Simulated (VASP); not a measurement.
# Al (Fm-3m) in VASP: notebook

The runs below take Al through single point, with PBE+D3(BJ).

Everything below comes from runs of VASP 6.6.1. Logs are shortened: lines on timing, memory, paths and dates and some standing lists are left out, and cuts for length are marked.

### 1 The cell of the first run

Symmetry: Fm-3m, No. 225, cubic system. The conventional cell has a = 4.020 Å, b = 4.020 Å, c = 4.020 Å, α = 90.00°, β = 90.00°, γ = 90.00°. Within 3.7 Å of Al (site symmetry m-3m) lie 12 Al at 2.84 Å.

### 2 Single point, PBE+D3(BJ)

Contents of INCAR:

```
  ALGO = Normal
  EDIFF = 1E-6
  ENCUT = 500
  GGA = PE
  GGA_COMPAT = False
  ISIF = 2
  ISMEAR = 0
  IVDW = 12
  LASPH = True
  LCHARG = False
  LREAL = False
  LWAVE = False
  NBANDS = 8
  NELM = 120
  PREC = Accurate
  SIGMA = 0.1
```

Contents of KPOINTS:

```
k-points
0
Gamma
  8 8 8
```

Contents of POSCAR:

```
Al
1.0
    0.0000000000      2.0100000000      2.0100000000
    2.0100000000      0.0000000000      2.0100000000
    2.0100000000      2.0100000000      0.0000000000
Al
1
Direct
    0.0000000000      0.0000000000      0.0000000000
```

Potentials or basis: VASP PAW PBE potentials, release 64 (Al).

The run is started by

```sh
$ cat potpaw_PBE.64/Al/POTCAR > POTCAR
$ mpirun -np 1 vasp_std > vasp.out
```

OUTCAR:

```text
EDIFF = 1E-6
   ENCUT = 500
   GGA = PE
   ISIF = 2
   ISMEAR = 0
   IVDW = 12
   LASPH = True
   LREAL = False
   NELM = 120
   PREC = Accurate
 IVDW          = 12

 ion  position               nearest neighbor table
   1  0.000  0.000  0.000-

  LATTYP: Found a face centered cubic cell.
 ALAT       =     4.0200000000

  Lattice vectors:

 A1 = (   0.0000000000,   2.0100000000,   2.0100000000)
 A2 = (   2.0100000000,   0.0000000000,   2.0100000000)
 A3 = (   2.0100000000,   2.0100000000,   0.0000000000)

Analysis of symmetry for initial positions (statically):
=====================================================================
 Subroutine PRICEL returns:
 Original cell was already a primitive cell.

 Routine SETGRP: Setting up the symmetry group for a
 face centered cubic supercell.

 Subroutine GETGRP returns: Found 48 space group operations
 (whereof 48 operations were pure point group operations)
 out of a pool of 48 trial point group operations.

The static configuration has the point symmetry O_h .

Analysis of symmetry for dynamics (positions and initial velocities):
=====================================================================
 Subroutine PRICEL returns:
 Original cell was already a primitive cell.

 Routine SETGRP: Setting up the symmetry group for a
 face centered cubic supercell.

 Subroutine GETGRP returns: Found 48 space group operations
 (whereof 48 operations were pure point group operations)
 out of a pool of 48 trial point group operations.

The dynamic configuration has the point symmetry O_h .

 Subroutine INISYM returns: Found 48 space group operations
 (whereof 48 operations are pure point group operations),
 and found     1 'primitive' translations

----------------------------------------------------------------------------------------

                                     Primitive cell

  volume of cell :      16.2412

  direct lattice vectors                    reciprocal lattice vectors
     0.000000000  2.010000000  2.010000000    -0.248756219  0.248756219  0.248756219
     2.010000000  0.000000000  2.010000000     0.248756219 -0.248756219  0.248756219
     2.010000000  2.010000000  0.000000000     0.248756219  0.248756219 -0.248756219

  length of vectors
     2.842569260  2.842569260  2.842569260     0.430858410  0.430858410  0.430858410

  position of ions in fractional coordinates (direct lattice)
     0.000000000  0.000000000  0.000000000

  ion indices of the primitive-cell ions
   primitive index   ion index
                 1           1

----------------------------------------------------------------------------------------

 KPOINTS: k-points

Automatic generation of k-mesh.
 Grid dimensions read from file:
 generate k-points for:    8    8    8

 Generating k-lattice:

  Cartesian coordinates                     Fractional coordinates (reciprocal lattice)
    -0.031094527  0.031094527  0.031094527     0.125000000  0.000000000  0.000000000
     0.031094527 -0.031094527  0.031094527     0.000000000  0.125000000  0.000000000
     0.031094527  0.031094527 -0.031094527     0.000000000  0.000000000  0.125000000

  Length of vectors
     0.053857301  0.053857301  0.053857301

  Shift w.r.t. Gamma in fractional coordinates (k-lattice)
     0.000000000  0.000000000  0.000000000

 Subroutine IBZKPT returns following result:
 ===========================================

 Found     29 irreducible k-points:

 Following reciprocal coordinates:
            Coordinates               Weight
  0.000000  0.000000  0.000000      1.000000
  0.125000  0.000000  0.000000      8.000000
  0.250000  0.000000  0.000000      8.000000
  0.375000  0.000000  0.000000      8.000000
  0.500000  0.000000  0.000000      4.000000
  0.125000  0.125000  0.000000      6.000000
[... 16 lines left out ...]
  0.500000  0.250000  0.125000     48.000000
 -0.375000  0.250000  0.125000     24.000000
 [... further k-points ...]
   k-points           NKPTS =     29   k-points in BZ     NKDIM =     29   number of bands    NBANDS=      8
   number of dos      NEDOS =    301   number of ions     NIONS =      1
   total plane-waves  NPLWV =  13824
   dimension x,y,z NGX =    24 NGY =   24 NGZ =   24
   dimension x,y,z NGXF=    48 NGYF=   48 NGZF=   48
   ions per type =               1
   NGX,Y,Z   is equivalent  to a cutoff of  14.04, 14.04, 14.04 a.u.
   NGXF,Y,Z  is equivalent  to a cutoff of  28.07, 28.07, 28.07 a.u.
 SYSTEM =  unknown system
   PREC   = accura    normal or accurate (medium, high low for compatibility)
   ISTART =      0    job   : 0-new  1-cont  2-samecut
   ICHARG =      2    charge: 1-file 2-atom 10-const
   ISPIN  =      1    spin polarized calculation?
   LNONCOLLINEAR =      F non collinear calculations
   LSORBIT =      F    spin-orbit coupling
   LASPH  =      T    aspherical Exc in radial PAW
   ENCUT  =  500.0 eV  36.75 Ry    6.06 a.u.   5.18  5.18  5.18*2*pi/ulx,y,z
   NELM   =    120;   NELMIN=  2; NELMDL= -5     # of ELM steps
   EDIFF  = 0.1E-05   stopping-criterion for ELM
   LREAL  =      F    real-space projection
   EDIFFG = 0.1E-04   stopping-criterion for IOM
   NSW    =      0    number of steps for IOM
   IBRION =     -1    ionic relax: 0-MD 1-quasi-New 2-CG
   NFREE  =      0    steps in history (QN), initial steepest desc. (CG)
   ISIF   =      2    stress and relaxation
   ISYM   =      2    0-nonsym 1-usesym 2-fastsym
   POTIM  = 0.5000    time-step for ionic-motion
   TEBEG  =    0.0;   TEEND  =   0.0 temperature during run
   PSTRESS=    0.0 pullay stress
   NELECT =       3.0000    total number of electrons
   NUPDOWN=      -1.0000    fix difference up-down
   EMIN   =  10.00;   EMAX   =-10.00  energy-range for DOS
   EFERMI =   0.00;   METHOD = LEGACY
   ISMEAR =     0;   SIGMA  =   0.10  broadening in eV -4-tet -1-fermi 0-gaus
   EFERMI_NEDOS =   21; number of points for ismear=-14 and -15
   IALGO  =     38    algorithm
   IMIX   =      4    mixing-type and parameters
     AMIX     =   0.40;   BMIX     =  1.00
     AMIX_MAG =   1.60;   BMIX_MAG =  1.00
  volume/ion in A,a.u.               =      16.24       109.60
  Fermi-wavevector in a.u.,A,eV,Ry     =   0.932343  1.761873 11.827055  0.869264
  Thomas-Fermi vector in A             =   2.058931
   LORBIT       =      0    0 simple, 1 ext, 2 COOP (PROOUT), +10 PAW based schemes
   GGA     = PE    functional components
   LHFCALC =     F    Hartree Fock is set to
   AEXX    =    0.0000 exact exchange contribution
   IVDW    =    12    specifies the selected vdW correction
   LEPSILON=     F    determine dielectric tensor
   LRPA    =     F    only Hartree local field effects (RPA)
 non-spin polarized calculation
 Gauss-broadening in eV      SIGMA  =   0.10
  energy-cutoff  :      500.00
  volume of cell :       16.24
 maximum number of plane-waves:       428
 NGX is ok and might be reduce to    24
   NGX = 11   NGY = 11   NGZ = 11

 number of electron       3.0000000 magnetization

 Free energy of the ion-electron system (eV)
  ---------------------------------------------------
  ext. energy  EPLUGINS =         0.00000000
  ---------------------------------------------------
  free energy    TOTEN  =        -3.74043461 eV

  energy without entropy =       -3.73728635  energy(sigma->0) =       -3.73886048

 E-fermi :   8.2227     XC(G=0): -10.2528

 val. band max:        7.8269931538   @ k =  -0.2500   0.3750   0.1250
 cond. band min:       8.3019136382   @ k =   0.5000   0.2500   0.1250
 fundamental gap:      0.4749204844
 Fermi energy:         8.2227284348

 k-point     1 :       0.0000    0.0000    0.0000
  band No.  band energies     occupation
      1      -3.0769      2.00000
      2      20.8750      0.00000
      3      20.8750      0.00000
      4      20.8750      0.00000
      5      22.4879      0.00000
      6      22.4879      0.00000
      7      22.4879      0.00000
      8      24.7495      0.00000

 k-point     2 :       0.1250    0.0000    0.0000
  band No.  band energies     occupation
      1      -2.6481      2.00000
      2      16.5590      0.00000
      3      19.9550      0.00000
      4      19.9550      0.00000
      5      23.0489      0.00000
      6      24.0212      0.00000
      7      24.0212      0.00000
      8      25.9788      0.00000

 k-point     3 :       0.2500    0.0000    0.0000
  band No.  band energies     occupation
      1      -1.3697      2.00000
      2      11.6391      0.00000
      3      19.1908      0.00000
      4      19.1908      0.00000
      5      22.6724      0.00000
      6      23.0785      0.00000
      7      23.0785      0.00000
      8      27.1166      0.00000

 k-point     4 :       0.3750    0.0000    0.0000
  band No.  band energies     occupation
      1       0.7356      2.00000
      2       7.2936      2.00000
      3      19.1009      0.00000
      4      19.1009      0.00000
      5      21.0656      0.00000
      6      21.0656      0.00000
      7      22.7379      0.00000
      8      25.0381      0.00000

 k-point     5 :       0.5000    0.0000    0.0000
  band No.  band energies     occupation
      1       3.5105      2.00000
      2       3.7669      2.00000
      3      19.7008      0.00000
      4      19.7008      0.00000
      5      19.7482      0.00000
      6      19.7482      0.00000
      7      23.3957      0.00000
      8      23.6566      0.00000
[... 177 lines left out ...]
 k-point    22 :       0.3750    0.2500    0.1250
  band No.  band energies     occupation
      1      -0.2433      2.00000
      2      12.0387      0.00000
      3      13.4974      0.00000
      4      17.0477      0.00000
      5      20.4114      0.00000
      6      22.2802      0.00000
      7      25.2888      0.00000
      8      28.6728      0.00000

 k-point    23 :       0.5000    0.2500    0.1250
  band No.  band energies     occupation
      1       1.8437      2.00000
      2       8.3019      0.26278
      3      12.7969      0.00000
      4      14.8944      0.00000
      5      21.0701      0.00000
      6      23.1888      0.00000
      7      25.3559      0.00000
      8      29.3635      0.00000

 k-point    24 :      -0.3750    0.2500    0.1250
  band No.  band energies     occupation
      1       4.5670      2.00000
      2       4.8685      2.00000
      3      13.1658      0.00000
      4      13.7175      0.00000
      5      21.6236      0.00000
      6      22.0233      0.00000
      7      28.7123      0.00000
      8      28.9922      0.00000

 [... further k-points ...]

------------------------ aborting loop because EDIFF is reached ----------------------------------------

 Edisp (eV)   -0.34190

 E8    (eV) :    -0.1529

  FORCE on cell =-STRESS in cart. coord.  units (eV):
  Direction    XX          YY          ZZ          XY          YZ          ZX
  --------------------------------------------------------------------------------------
  -------------------------------------------------------------------------------------
  Total      -0.21665    -0.21665    -0.21665     0.00000    -0.00000    -0.00000
  in kB     -21.37258   -21.37258   -21.37258     0.00000    -0.00000    -0.00000
  external pressure =      -21.37 kB  Pullay stress =        0.00 kB

 VOLUME and BASIS-vectors are now :
 -----------------------------------------------------------------------------
  energy-cutoff  :      500.00
  volume of cell :       16.24
      direct lattice vectors                 reciprocal lattice vectors
     0.000000000  2.010000000  2.010000000    -0.248756219  0.248756219  0.248756219
     2.010000000  0.000000000  2.010000000     0.248756219 -0.248756219  0.248756219
     2.010000000  2.010000000  0.000000000     0.248756219  0.248756219 -0.248756219

 POSITION                                       TOTAL-FORCE (eV/Angst)
 -----------------------------------------------------------------------------------
      0.00000      0.00000      0.00000         0.000000      0.000000     -0.000000
 -----------------------------------------------------------------------------------
    total drift:                                0.000000     -0.000000     -0.000000

  FREE ENERGIE OF THE ION-ELECTRON SYSTEM (eV)
  ---------------------------------------------------
  free  energy   TOTEN  =        -4.0823332091 eV

  energy  without entropy=       -4.0791849578  energy(sigma->0) =       -4.08075908
```

It took 8.1 s on 1 thread of AMD EPYC 7R13, shared host; peak memory 0.11 GiB.

Results:

| Quantity | Value |
| --- | --- |
| Free energy | -4.0823 eV |
| Pressure | -2.1 GPa |
| Dispersion energy per atom | -0.342 eV |

Caveat: pairwise dispersion overbinds metals, which lowers pressure and volume.

### 3 Single point, PBE+D3(BJ)

This run uses another cell than the first one, of 15.78 Å³/atom, 0.972 times its volume.

Contents of INCAR:

```
SYSTEM = Al
  PREC = Accurate
  ENCUT = 500
  EDIFF = 1E-6
  ISMEAR = 0
  SIGMA = 0.1
  LREAL = .False.
  LASPH = .True.
  NELM = 120
  ALGO = Normal
  ISIF = 2
  LWAVE = .False.
  LCHARG = .False.
  GGA = PE
  IVDW = 12
  NBANDS = 8
  GGA_COMPAT = .False.
```

Contents of KPOINTS:

```
regular mesh
0
Gamma
  18 18 18
  0 0 0
```

Contents of POSCAR:

```
Al
1.0
    0.0000000000      1.9908849991      1.9908849991
    1.9908849991      0.0000000000      1.9908849991
    1.9908849991      1.9908849991      0.0000000000
Al
1
Direct
    0.0000000000      0.0000000000      0.0000000000
```

Potentials or basis: VASP PAW PBE potentials, release 64 (Al).

The run is started by

```sh
$ cat potpaw_PBE.64/Al/POTCAR > POTCAR
$ mpirun -np 1 vasp_std > vasp.out
```

Run time: 31 s. Hardware: 1 thread of AMD EPYC 7R13, shared host; peak memory 0.12 GiB.

Results (log left out):

- Free energy: -4.0888 eV
- Pressure: 0.0 GPa
- Dispersion energy per atom: -0.352 eV

Levels at points of the mesh, in eV from the Fermi level:
| k point | band 1 | band 2 | band 3 | band 4 |
| --- | --- | --- | --- | --- |
| (0.00, 0.00, 0.00) | -11.44 | 12.87 | 12.87 | 12.87 |
| (0.50, 0.00, 0.00) | -4.77 | -4.44 | 11.67 | 11.67 |
| (0.50, 0.50, 0.00) | -3.03 | -1.61 | 5.27 | 5.81 |

Caveat: pairwise dispersion overbinds metals, which lowers pressure and volume.
